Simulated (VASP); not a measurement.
# Mg (R-3m) in VASP: single point with r2SCAN

Aim: the single point of Mg with r2SCAN.

Everything below comes from runs of VASP 6.6.1. Logs are shortened: lines on timing, memory, paths and dates and some standing lists are left out, and cuts for length are marked.

**1. The cell of the first run**

The structure is trigonal, space group R-3m (No. 166). Conventional cell: a = 3.185 Å, b = 3.185 Å, c = 23.100 Å, α = 90.00°, β = 90.00°, γ = 120.00°. Mg (site symmetry -3m) has 12 Mg at 3.16 to 3.19 Å within 4.2 Å. Mg (site symmetry 3m) has 12 Mg at 3.15 to 3.19 Å within 4.1 Å.

**2. Single point, r2SCAN**

The input, POSCAR:

```
Mg
1.0
    1.5926943142      0.9195424911      7.6998773267
   -1.5926943142      0.9195424911      7.6998773267
    0.0000000000     -1.8390849821      7.6998773267
Mg
3
Direct
    0.0000000000      0.0000000000      0.0000000000
    0.2219355900      0.2219355900      0.2219355900
    0.7780644100      0.7780644100      0.7780644100
```

The input, INCAR.step1:

```
SYSTEM = Mg
PREC = Accurate
ENCUT = 520
ISMEAR = 0
SIGMA = 0.1
LREAL = .FALSE.
LASPH = .TRUE.
NELM = 80
NBANDS = 10
GGA = PE
ALGO = Normal
EDIFF = 1E-4
LWAVE = .TRUE.
LCHARG = .FALSE.
```

The input, INCAR.step2:

```
SYSTEM = Mg
PREC = Accurate
ENCUT = 520
EDIFF = 1E-7
ISMEAR = 0
SIGMA = 0.1
LREAL = .FALSE.
LASPH = .TRUE.
NELM = 80
ALGO = Normal
ISIF = 2
LWAVE = .FALSE.
LCHARG = .TRUE.
METAGGA = R2SCAN
LMIXTAU = .TRUE.
LELF = .TRUE.
LVHAR = .TRUE.
NBANDS = 10
ISTART = 1
```

The input, KPOINTS:

```
Automatic mesh
0
G
  6 6 6
  0 0 0
```

Potentials or basis: VASP PAW PBE potentials, release 64 (Mg).

Launch:

```console
cat potpaw_PBE.64/Mg/POTCAR > POTCAR
cp INCAR.step1 INCAR
mpirun -np 1 vasp_std > vasp.out
cp INCAR.step2 INCAR
mpirun -np 1 vasp_std > vasp.out
```

OUTCAR:

```text
SYSTEM = Mg
   PREC = Accurate
   ENCUT = 520
   EDIFF = 1E-7
   ISMEAR = 0
   LREAL = .FALSE.
   LASPH = .TRUE.
   NELM = 80
   ISIF = 2
   METAGGA = R2SCAN
   ISTART = 1

 ion  position               nearest neighbor table
   1  0.000  0.000  0.000-   3 3.16   3 3.16   2 3.16   2 3.16   3 3.16   2 3.16
   2  0.222  0.222  0.222-   3 3.15   3 3.15   3 3.15   1 3.16   1 3.16   1 3.16
   3  0.778  0.778  0.778-   2 3.15   2 3.15   2 3.15   1 3.16   1 3.16   1 3.16

  LATTYP: Found a trigonal (rhomboedric) cell.
 ALAT       =     7.9164603465
 COS(alpha) =     0.9190470325

  Lattice vectors:

 A1 = (   1.5926943142,   0.9195424911,   7.6998773267)
 A2 = (  -1.5926943142,   0.9195424911,   7.6998773267)
 A3 = (   0.0000000000,  -1.8390849821,   7.6998773267)

Analysis of symmetry for initial positions (statically):
=====================================================================
 Subroutine PRICEL returns:
 Original cell was already a primitive cell.

 Routine SETGRP: Setting up the symmetry group for a
 trigonal (rhombohedral) supercell.

 Subroutine GETGRP returns: Found 12 space group operations
 (whereof 12 operations were pure point group operations)
 out of a pool of 12 trial point group operations.

The static configuration has the point symmetry D_3d.

Analysis of symmetry for dynamics (positions and initial velocities):
=====================================================================
 Subroutine PRICEL returns:
 Original cell was already a primitive cell.

 Routine SETGRP: Setting up the symmetry group for a
 trigonal (rhombohedral) supercell.

 Subroutine GETGRP returns: Found 12 space group operations
 (whereof 12 operations were pure point group operations)
 out of a pool of 12 trial point group operations.

The dynamic configuration has the point symmetry D_3d.

 Subroutine INISYM returns: Found 12 space group operations
 (whereof 12 operations are pure point group operations),
 and found     1 'primitive' translations

----------------------------------------------------------------------------------------

                                     Primitive cell

  volume of cell :      67.6611

  direct lattice vectors                    reciprocal lattice vectors
     1.592694314  0.919542491  7.699877327     0.313933437  0.181249554  0.043290733
    -1.592694314  0.919542491  7.699877327    -0.313933437  0.181249554  0.043290733
     0.000000000 -1.839084982  7.699877327     0.000000000 -0.362499109  0.043290733

  length of vectors
     7.916460346  7.916460346  7.916460346     0.365074912  0.365074912  0.365074912

  position of ions in fractional coordinates (direct lattice)
     0.000000000  0.000000000  0.000000000
     0.221935590  0.221935590  0.221935590
     0.778064410  0.778064410  0.778064410

  ion indices of the primitive-cell ions
   primitive index   ion index
                 1           1
                 2           2
                 3           3

----------------------------------------------------------------------------------------

 KPOINTS: Automatic mesh

Automatic generation of k-mesh.
 Grid dimensions read from file:
 generate k-points for:    6    6    6

 Generating k-lattice:

  Cartesian coordinates                     Fractional coordinates (reciprocal lattice)
     0.052322239  0.030208259  0.007215122     0.166666667  0.000000000  0.000000000
    -0.052322239  0.030208259  0.007215122     0.000000000  0.166666667  0.000000000
     0.000000000 -0.060416518  0.007215122     0.000000000  0.000000000  0.166666667

  Length of vectors
     0.060845819  0.060845819  0.060845819

  Shift w.r.t. Gamma in fractional coordinates (k-lattice)
     0.000000000  0.000000000  0.000000000

 Subroutine IBZKPT returns following result:
 ===========================================

 Found     32 irreducible k-points:

 Following reciprocal coordinates:
            Coordinates               Weight
  0.000000  0.000000  0.000000      1.000000
  0.166667 -0.000000  0.000000      6.000000
  0.333333 -0.000000  0.000000      6.000000
  0.500000  0.000000  0.000000      3.000000
  0.166667  0.166667  0.000000      6.000000
  0.333333  0.166667  0.000000     12.000000
[... 16 lines left out ...]
  0.500000  0.500000  0.166667      6.000000
 -0.333333  0.500000  0.166667     12.000000
 [... further k-points ...]
   k-points           NKPTS =     32   k-points in BZ     NKDIM =     32   number of bands    NBANDS=     10
   number of dos      NEDOS =    301   number of ions     NIONS =      3
   total plane-waves  NPLWV = 216000
   dimension x,y,z NGX =    60 NGY =   60 NGZ =   60
   dimension x,y,z NGXF=   120 NGYF=  120 NGZF=  120
   ions per type =               3
   NGX,Y,Z   is equivalent  to a cutoff of  12.60, 12.60, 12.60 a.u.
   NGXF,Y,Z  is equivalent  to a cutoff of  25.20, 25.20, 25.20 a.u.
 SYSTEM =  Mg
   PREC   = accura    normal or accurate (medium, high low for compatibility)
   ISTART =      1    job   : 0-new  1-cont  2-samecut
   ICHARG =      0    charge: 1-file 2-atom 10-const
   ISPIN  =      1    spin polarized calculation?
   LNONCOLLINEAR =      F non collinear calculations
   LSORBIT =      F    spin-orbit coupling
   LASPH  =      T    aspherical Exc in radial PAW
   ENCUT  =  520.0 eV  38.22 Ry    6.18 a.u.  14.72 14.72 14.72*2*pi/ulx,y,z
   NELM   =     80;   NELMIN=  2; NELMDL=  0     # of ELM steps
   EDIFF  = 0.1E-06   stopping-criterion for ELM
   LREAL  =      F    real-space projection
   EDIFFG = 0.1E-05   stopping-criterion for IOM
   NSW    =      0    number of steps for IOM
   IBRION =     -1    ionic relax: 0-MD 1-quasi-New 2-CG
   NFREE  =      0    steps in history (QN), initial steepest desc. (CG)
   ISIF   =      2    stress and relaxation
   ISYM   =      2    0-nonsym 1-usesym 2-fastsym
   POTIM  = 0.5000    time-step for ionic-motion
   TEBEG  =    0.0;   TEEND  =   0.0 temperature during run
   PSTRESS=    0.0 pullay stress
   NELECT =       6.0000    total number of electrons
   NUPDOWN=      -1.0000    fix difference up-down
   EMIN   =  10.00;   EMAX   =-10.00  energy-range for DOS
   EFERMI =   0.00;   METHOD = LEGACY
   ISMEAR =     0;   SIGMA  =   0.10  broadening in eV -4-tet -1-fermi 0-gaus
   EFERMI_NEDOS =   21; number of points for ismear=-14 and -15
   IALGO  =     38    algorithm
   IMIX   =      4    mixing-type and parameters
     AMIX     =   0.40;   BMIX     =  1.00
     AMIX_MAG =   1.60;   BMIX_MAG =  1.00
  volume/ion in A,a.u.               =      22.55       152.20
  Fermi-wavevector in a.u.,A,eV,Ry     =   0.730038  1.379572  7.251300  0.532956
  Thomas-Fermi vector in A             =   1.821909
   LORBIT       =      0    0 simple, 1 ext, 2 COOP (PROOUT), +10 PAW based schemes
   METAGGA = R2SCAN    functional components
   LHFCALC =     F    Hartree Fock is set to
   AEXX    =    0.0000 exact exchange contribution
   IVDW    =     0    specifies the selected vdW correction
   LEPSILON=     F    determine dielectric tensor
   LRPA    =     F    only Hartree local field effects (RPA)
 non-spin polarized calculation
 Gauss-broadening in eV      SIGMA  =   0.10
  energy-cutoff  :      520.00
  volume of cell :       67.66
 maximum number of plane-waves:      1841
   NGX = 29   NGY = 29   NGZ = 29

 number of electron       6.0000000 magnetization

 Free energy of the ion-electron system (eV)
  ---------------------------------------------------
  ext. energy  EPLUGINS =         0.00000000
  ---------------------------------------------------
  free energy    TOTEN  =       -12.33831681 eV

  energy without entropy =      -12.32821020  energy(sigma->0) =      -12.33326350

 E-fermi :   2.6604     XC(G=0):  -9.0967

 val. band max:        2.6595891179   @ k =  -0.3333   0.5000   0.1667
 cond. band min:       2.6958655994   @ k =   0.5000   0.0000   0.0000
 fundamental gap:      0.0362764815
 Fermi energy:         2.6603940007

 k-point     1 :       0.0000    0.0000    0.0000
  band No.  band energies     occupation
      1      -4.7285      2.00000
      2      -2.0634      2.00000
      3      -2.0482      2.00000
      4       5.6842      0.00000
      5       5.6910      0.00000
      6      14.6792      0.00000
      7      14.6792      0.00000
      8      14.8551      0.00000
      9      14.8551      0.00000
     10      15.0601      0.00000

 k-point     2 :       0.1667   -0.0000    0.0000
  band No.  band energies     occupation
      1      -4.1352      2.00000
      2      -1.7705      2.00000
      3      -1.1893      2.00000
      4       5.6299      0.00000
      5       6.7228      0.00000
      6       9.5715      0.00000
      7      10.5669      0.00000
      8      12.4446      0.00000
      9      12.5576      0.00000
     10      12.9549      0.00000

 k-point     3 :       0.3333   -0.0000    0.0000
  band No.  band energies     occupation
      1      -2.3770      2.00000
      2      -0.3470      2.00000
      3       0.7840      2.00000
      4       4.3958      0.00000
      5       5.7906      0.00000
      6       7.0295      0.00000
      7       7.9792      0.00000
      8       8.8773      0.00000
      9      11.0823      0.00000
     10      11.3393      0.00000
[... 248 lines left out ...]
 k-point    23 :       0.5000    0.5000    0.1667
  band No.  band energies     occupation
      1      -2.0106      2.00000
      2      -1.4277      2.00000
      3       2.4584      1.99571
      4       3.9562      0.00000
      5       5.0885      0.00000
      6       5.7018      0.00000
      7       8.3620      0.00000
      8      10.6435      0.00000
      9      10.7229      0.00000
     10      11.7607      0.00000

 k-point    24 :      -0.3333    0.5000    0.1667
  band No.  band energies     occupation
      1      -0.2007      2.00000
      2       0.0810      2.00000
      3       2.6596      1.00908
      4       4.1893      0.00000
      5       4.5127      0.00000
      6       5.2460      0.00000
      7       6.0989      0.00000
      8       7.2460      0.00000
      9       8.1565      0.00000
     10       9.2847      0.00000

 [... further k-points ...]

------------------------ aborting loop because EDIFF is reached ----------------------------------------

  FORCE on cell =-STRESS in cart. coord.  units (eV):
  Direction    XX          YY          ZZ          XY          YZ          ZX
  --------------------------------------------------------------------------------------
  -------------------------------------------------------------------------------------
  Total       -0.0181841     -0.0181841     -0.1440757      0.0000000     -0.0000000      0.0000000
  in kB       -0.4305892     -0.4305892     -3.4116306      0.0000000     -0.0000000      0.0000000
  external PRESSURE =      -1.4242697 kB  Pullay stress =       0.0000000 kB

 VOLUME and BASIS-vectors are now :
 -----------------------------------------------------------------------------
  energy-cutoff  :      520.00
  volume of cell :       67.66
      direct lattice vectors                 reciprocal lattice vectors
     1.592694314  0.919542491  7.699877327     0.313933437  0.181249554  0.043290733
    -1.592694314  0.919542491  7.699877327    -0.313933437  0.181249554  0.043290733
     0.000000000 -1.839084982  7.699877327     0.000000000 -0.362499109  0.043290733

 POSITION                                       TOTAL-FORCE (eV/Angst)
 -----------------------------------------------------------------------------------
      0.00000      0.00000      0.00000         0.000000      0.000000      0.000000
      0.00000      0.00000      5.12663         0.000000      0.000000      0.011936
      0.00000      0.00000     17.97300         0.000000     -0.000000     -0.011936
 -----------------------------------------------------------------------------------
    total drift:                                0.000000      0.000000     -0.000000

  FREE ENERGIE OF THE ION-ELECTRON SYSTEM (eV)
  ---------------------------------------------------
  free  energy   TOTEN  =       -12.3383168081 eV

  energy  without entropy=      -12.3282101964  energy(sigma->0) =      -12.33326350
```

It took 2.8 min on 1 thread of Intel Xeon 6975P-C (Granite Rapids), shared host; peak memory 0.51 GiB.

Results:

| Item | Value |
| --- | --- |
| Free energy | -12.3383 eV |
| Pressure | -0.1 GPa |
| Largest force | 0.012 eV/Å |
| Band gap on the k mesh | zero (bands 3 and 4 overlap by 1.19 eV) |

Forces on the atoms (eV/Å):
```
Mg   0.000  0.000  0.000
Mg   0.000  0.000  0.012
Mg   0.000  0.000 -0.012
```

Caveat: the k points lie up to 0.38 Å⁻¹ apart, too coarse for converged energies and pressures of a metal; the PAW data sets were made with another functional, which shifts forces and pressure a little.

The gap in the log of VASP goes by the Fermi energy; the results here count the filled bands.